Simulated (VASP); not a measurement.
# CoSi2 (Immm) in VASP: a series of runs, part 3 of 3

VASP 6.6.1.

### 5 Single point, PBE (strain +0.0150 x Voigt [0, 0, 0, 1, 0, 0])

The input, INCAR:

```
ALGO     = Normal         # electronic algorithm
EDIFF    = 1E-7           # SCF threshold, eV
ENCUT    = 520            # plane-wave cutoff, eV
GGA      = PE             # functional
ISIF     = 2              # what is computed and relaxed
ISMEAR   = 0              # smearing method
LASPH    = True           # aspherical terms in the spheres
LCHARG   = True           # write CHGCAR
LELF     = True           # ELF
LREAL    = False          # projectors in reciprocal space
LVHAR    = True         
LWAVE    = False          # write WAVECAR
NBANDS   = 16             # bands
NELM     = 80             # most SCF steps
PREC     = Accurate       # precision mode
SIGMA    = 0.15           # smearing width, eV
```

The input, KPOINTS:

```
k-points
0
Gamma
  16 16 16
```

The input, POSCAR:

```
CoSi2
1.0
    0.0000000000      2.7000386007      2.7000386007
    2.6799390578      0.0200995429      2.6799390578
    2.6799390578      2.6799390578      0.0200995429
Co Si
1 2
Direct
    0.0000000000      0.0000000000      0.0000000000
    0.2500000000      0.2500000000      0.2500000000
    0.7500000000      0.7500000000      0.7500000000
```

Potentials or basis: VASP PAW PBE potentials, release 64 (Co, Si).

On the command line:

```bash
> cat potpaw_PBE.64/Co/POTCAR potpaw_PBE.64/Si/POTCAR > POTCAR
> mpirun -np 1 vasp_std > vasp.out
```

OUTCAR:

```text
EDIFF = 1E-7
   ENCUT = 520
   GGA = PE
   ISIF = 2
   ISMEAR = 0
   LASPH = True
   LREAL = False
   NELM = 80
   PREC = Accurate

 ion  position               nearest neighbor table
   1  0.000  0.000  0.000-   3 2.31   3 2.31   2 2.31   2 2.31   3 2.33   2 2.33   3 2.33   2 2.33

   2  0.250  0.250  0.250-   1 2.31   1 2.31   1 2.33   1 2.33   3 2.68   3 2.68   3 2.68   3 2.68
                             3 2.68   3 2.68
   3  0.750  0.750  0.750-   1 2.31   1 2.31   1 2.33   1 2.33   2 2.68   2 2.68   2 2.68   2 2.68
                             2 2.68   2 2.68

  LATTYP: Found a body centered orthorhombic cell.
 ALAT       =     3.7615811157
 B/A-ratio  =     1.0151133501
 C/A-ratio  =     1.4249003147

  Lattice vectors:

 A1 = (  -2.6799390578,   2.6799390578,   0.0200995429)
 A2 = (  -2.6799390578,  -2.6799390578,  -0.0200995429)
 A3 = (   2.6799390578,   0.0200995429,   2.6799390578)

Analysis of symmetry for initial positions (statically):
=====================================================================
 Subroutine PRICEL returns:
 Original cell was already a primitive cell.

 Routine SETGRP: Setting up the symmetry group for a
 body centered orthorhombic supercell.

 Subroutine GETGRP returns: Found  8 space group operations
 (whereof  8 operations were pure point group operations)
 out of a pool of  8 trial point group operations.

The static configuration has the point symmetry D_2h.

Analysis of symmetry for dynamics (positions and initial velocities):
=====================================================================
 Subroutine PRICEL returns:
 Original cell was already a primitive cell.

 Routine SETGRP: Setting up the symmetry group for a
 body centered orthorhombic supercell.

 Subroutine GETGRP returns: Found  8 space group operations
 (whereof  8 operations were pure point group operations)
 out of a pool of  8 trial point group operations.

[... 121 lines left out ...]
     AMIX     =   0.40;   BMIX     =  1.00
     AMIX_MAG =   1.60;   BMIX_MAG =  1.00
  volume/ion in A,a.u.               =      12.83        86.59
  Fermi-wavevector in a.u.,A,eV,Ry     =   1.246707  2.355934 21.147237  1.554278
  Thomas-Fermi vector in A             =   2.380872
   LORBIT       =      0    0 simple, 1 ext, 2 COOP (PROOUT), +10 PAW based schemes
   GGA     = PE    functional components
   LHFCALC =     F    Hartree Fock is set to
   AEXX    =    0.0000 exact exchange contribution
   IVDW    =     0    specifies the selected vdW correction
   LEPSILON=     F    determine dielectric tensor
   LRPA    =     F    only Hartree local field effects (RPA)
 non-spin polarized calculation
 Gauss-broadening in eV      SIGMA  =   0.15
  energy-cutoff  :      520.00
  volume of cell :       38.49
 maximum number of plane-waves:      1048
   NGX = 15   NGY = 15   NGZ = 15

 number of electron      16.9999996 magnetization

 Free energy of the ion-electron system (eV)
  ---------------------------------------------------
  ext. energy  EPLUGINS =         0.00000000
  ---------------------------------------------------
  free energy    TOTEN  =       -19.29603756 eV

  energy without entropy =      -19.28432568  energy(sigma->0) =      -19.29018162

 E-fermi :  10.0504     XC(G=0): -11.7367

 val. band max:       10.0482197992   @ k =   0.1875  -0.3125   0.0625
 cond. band min:      10.0506055301   @ k =  -0.1250   0.3750   0.0625
 fundamental gap:      0.0023857309
 Fermi energy:        10.0503803801

 k-point     1 :       0.0000    0.0000    0.0000
  band No.  band energies     occupation
      1      -3.0439      2.00000
      2       5.9681      2.00000
      3       5.9953      2.00000
      4       6.0244      2.00000
      5       8.1640      2.00000
      6       8.1648      2.00000
[... 433 lines left out ...]
      3       6.0243      2.00000
      4       6.1784      2.00000
      5       7.9769      2.00000
      6       8.1558      2.00000
[... 8 lines left out ...]
     15      15.9237      0.00000
     16      16.4993      0.00000

 [... further k-points ...]

------------------------ aborting loop because EDIFF is reached ----------------------------------------

  FORCE on cell =-STRESS in cart. coord.  units (eV):
  Direction    XX          YY          ZZ          XY          YZ          ZX
  --------------------------------------------------------------------------------------
  -------------------------------------------------------------------------------------
  Total       -0.0263874     -0.0305479     -0.0305479      0.0000000     -0.5402670      0.0000000
  in kB       -1.0983134     -1.2714842     -1.2714842      0.0000000    -22.4873721      0.0000000
  external PRESSURE =      -1.2137606 kB  Pullay stress =       0.0000000 kB

 VOLUME and BASIS-vectors are now :
 -----------------------------------------------------------------------------
  energy-cutoff  :      520.00
  volume of cell :       38.49
      direct lattice vectors                 reciprocal lattice vectors
     0.000000000  2.700038601  2.700038601    -0.186571407  0.185182538  0.185182538
     2.679939058  0.020099543  2.679939058     0.186571407 -0.187981266  0.187981266
     2.679939058  2.679939058  0.020099543     0.186571407  0.187981266 -0.187981266

 POSITION                                       TOTAL-FORCE (eV/Angst)
 -----------------------------------------------------------------------------------
      0.00000      0.00000      0.00000        -0.000000      0.000000     -0.000000
      1.33997      1.35002      1.35002        -0.134574      0.000000      0.000000
      4.01991      4.05006      4.05006         0.134574     -0.000000     -0.000000
 -----------------------------------------------------------------------------------
    total drift:                               -0.000000     -0.000000      0.000000

  FREE ENERGIE OF THE ION-ELECTRON SYSTEM (eV)
  ---------------------------------------------------
  free  energy   TOTEN  =       -19.2960375624 eV

  energy  without entropy=      -19.2843256819  energy(sigma->0) =      -19.29018162
```

OSZICAR:

```text
N       E                     dE             d eps       ncg     rms          rms(c)
DAV:   1     0.595992699517E+02    0.59599E+02   -0.67942E+03 19968   0.101E+03
DAV:   2    -0.176210126105E+02   -0.77220E+02   -0.68958E+02 22432   0.201E+02
DAV:   3    -0.206646239354E+02   -0.30436E+01   -0.29907E+01 26016   0.443E+01
DAV:   4    -0.207164438832E+02   -0.51820E-01   -0.51793E-01 23760   0.555E+00
DAV:   5    -0.207180526764E+02   -0.16088E-02   -0.16087E-02 26496   0.101E+00    0.143E+01
DAV:   6    -0.244559952680E+02   -0.37379E+01   -0.24854E+01 21072   0.103E+02    0.180E+01
DAV:   7    -0.193229291399E+02    0.51331E+01   -0.11177E+01 25032   0.810E+01    0.317E+00
DAV:   8    -0.193290836476E+02   -0.61545E-02   -0.76222E-01 24224   0.583E+00    0.194E+00
DAV:   9    -0.192961079140E+02    0.32976E-01   -0.91727E-02 23208   0.564E+00    0.498E-01
DAV:  10    -0.192963039270E+02   -0.19601E-03   -0.75309E-03 27952   0.143E+00    0.168E-01
DAV:  11    -0.192960065314E+02    0.29740E-03   -0.10897E-03 25504   0.625E-01    0.337E-02
DAV:  12    -0.192960394622E+02   -0.32931E-04   -0.10220E-04 23584   0.733E-02    0.190E-02
DAV:  13    -0.192960370658E+02    0.23965E-05   -0.87382E-06 26552   0.460E-02    0.838E-03
DAV:  14    -0.192960374657E+02   -0.39993E-06   -0.11586E-06 30552   0.104E-02    0.319E-03
DAV:  15    -0.192960375624E+02   -0.96769E-07   -0.76006E-08 16688   0.502E-03
   1 F= -.19296038E+02 E0= -.19290182E+02  d E =-.117119E-01
```

stdout:

```text
POSCAR found type information on POSCAR CoSi
 POSCAR found :  2 types and       3 ions
 scaLAPACK will be used
 LDA part: xc-table for (Slater+PW92), standard interpolation
 POSCAR, INCAR and KPOINTS ok, starting setup
 FFT: planning ... GRIDC
 FFT: planning ... GRID_SOFT
 FFT: planning ... GRID
 WAVECAR not read
 entering main loop
```

Run time: 8.1 min. Hardware: 1 thread of Intel Xeon 8259CL, shared host; peak memory 0.46 GiB.

What came out:

- Free energy: -19.2960 eV
- Pressure: -0.1 GPa
- Largest force: 0.135 eV/Å
- Band gap on the k mesh: zero (an odd number of electrons rules out a gap without spin polarisation)

Forces in eV/Å, atoms in the order of the input:
```
Co   0.000  0.000  0.000
Si  -0.135  0.000  0.000
Si   0.135  0.000  0.000
```

Stress tensor (GPa, compression positive):
```
-0.11  0.00  0.00
 0.00 -0.13 -2.25
 0.00 -2.25 -0.13
```

Levels at points of the mesh, in eV from the Fermi level:
| k point | band 6 | band 7 | band 8 | band 9 | band 10 | band 11 | band 12 | band 13 |
| --- | --- | --- | --- | --- | --- | --- | --- | --- |
| (0.00, 0.00, 0.00) | -1.89 | 0.74 | 3.34 | 3.36 | 3.41 | 3.47 | 3.49 | 3.57 |
| (0.50, 0.00, 0.00) | -1.61 | -1.61 | -0.44 | -0.38 | 2.77 | 3.45 | 3.46 | 4.38 |
| (0.00, 0.50, 0.00) | -1.61 | -1.60 | -0.53 | -0.48 | 2.64 | 3.37 | 3.38 | 4.32 |
| (0.50, 0.50, 0.00) | -1.94 | -1.94 | -1.89 | -1.32 | 1.58 | 2.94 | 8.56 | 9.57 |
| (0.00, 0.50, 0.50) | -1.97 | -1.90 | -1.89 | -1.31 | 1.57 | 2.95 | 8.57 | 9.57 |

Caveat: the cell differs from its parent crystal (strain +0.0150 x Voigt [0, 0, 0, 1, 0, 0]); the run has no spin polarisation, though such a crystal can be magnetic. Spin polarisation is off, so any magnetic state and its effect on volume and gap are missing.

### 6 Single point, PBE (strain +0.0525 x Voigt [0, 0, 0, 1, 0, 0])

The input, INCAR:

```
SYSTEM = CoSi2
PREC     = Accurate       ! precision mode
ENCUT    = 520            ! plane-wave cutoff, eV
EDIFF    = 1E-6           ! SCF threshold, eV
ISMEAR   = 0              ! smearing method
SIGMA    = 0.15           ! smearing width, eV
LREAL    = .False.        ! projectors in reciprocal space
LASPH    = .True.         ! aspherical terms in the spheres
NELM     = 80             ! most SCF steps
ALGO     = Normal         ! electronic algorithm
ISIF     = 2              ! what is computed and relaxed
LWAVE    = .False.        ! write WAVECAR
LCHARG   = .False.        ! write CHGCAR
GGA      = PE             ! functional
NBANDS   = 16             ! bands
```

The input, KPOINTS:

```
regular mesh
0
Gamma
  16 16 16
  0 0 0
```

The input, POSCAR:

```
CoSi2
1.0
    0.0000000000      2.7502874581      2.7502874581
    2.6799390578      0.0703484003      2.6799390578
    2.6799390578      2.6799390578      0.0703484003
Co Si
1 2
Direct
    0.0000000000      0.0000000000      0.0000000000
    0.2500000000      0.2500000000      0.2500000000
    0.7500000000      0.7500000000      0.7500000000
```

Potentials or basis: VASP PAW PBE potentials, release 64 (Co, Si).

On the command line:

```bash
> cat potpaw_PBE.64/Co/POTCAR potpaw_PBE.64/Si/POTCAR > POTCAR
> mpirun -np 1 vasp_std > vasp.out
```

Run time: 7.6 min. Hardware: 1 thread of Intel Xeon 8259CL, shared host; peak memory 0.47 GiB.

Results (log left out):

```yaml
Free_energy: -19.2506 eV
Pressure: 0.3 GPa
Largest_force: 0.478 eV/Å
Band_gap_on_the_k_mesh: zero (an odd number of electrons rules out a gap without spin polarisation)
```

Forces on the atoms (eV/Å):
```
Co   0.000  0.000  0.000
Si  -0.478  0.000  0.000
Si   0.478  0.000  0.000
```

Stress tensor (GPa, compression positive):
```
 0.47  0.00  0.00
 0.00  0.21 -7.80
 0.00 -7.80  0.21
```

Levels at points of the mesh, in eV from the Fermi level:
```tsv
k point	band 5	band 6	band 7	band 8	band 9	band 10	band 11	band 12	band 13	band 14
(0.00, 0.00, 0.00)	-1.89	-1.89	0.63	3.11	3.17	3.38	3.59	3.68	3.82	5.62
(0.50, 0.00, 0.00)	-2.04	-1.63	-1.61	-0.40	-0.17	2.95	3.48	3.57	4.53	9.57
(0.00, 0.50, 0.00)	-2.30	-1.61	-1.59	-0.71	-0.56	2.49	3.22	3.29	4.30	10.11
(0.50, 0.50, 0.00)	-3.64	-1.95	-1.94	-1.89	-1.33	1.57	2.94	8.49	9.48	9.58
(0.00, 0.50, 0.50)	-3.21	-2.07	-1.90	-1.82	-1.32	1.50	3.04	8.60	9.57	9.63
```

Caveat: the cell differs from its parent crystal (strain +0.0525 x Voigt [0, 0, 0, 1, 0, 0]); the run has no spin polarisation, though such a crystal can be magnetic.

### 7 Overview

```tsv
cell	gap on the mesh (eV)	pressure (GPa)	largest force (eV/Å)
a = 3.676, b = 3.791, c = 3.791 Å, angles 62.0, 61.0, 61.0°, 3 atoms	none	0.6	0.55
a = 3.875, b = 3.790, c = 3.790 Å, angles 58.5, 59.3, 59.3°, 3 atoms	none	0.2	0.41
a = 3.733, b = 3.790, c = 3.790 Å, angles 61.0, 60.5, 60.5°, 3 atoms	none	0.0	0.27
a = 3.818, b = 3.790, c = 3.790 Å, angles 59.5, 59.8, 59.8°, 3 atoms	none	-0.1	0.13
a = 3.889, b = 3.791, c = 3.791 Å, angles 58.3, 59.1, 59.1°, 3 atoms	none	0.3	0.48
```

Alike in all rows: task single point; level PBE; potentials or basis VASP PAW PBE potentials, release 64 (Co, Si); no spin polarisation; k mesh 16 × 16 × 16; cutoff (eV) 520; smearing gaussian 0.15 eV.

Caveats: the run has no spin polarisation, though such a crystal can be magnetic.

Absolute energies hang on the potentials; compare differences alone.
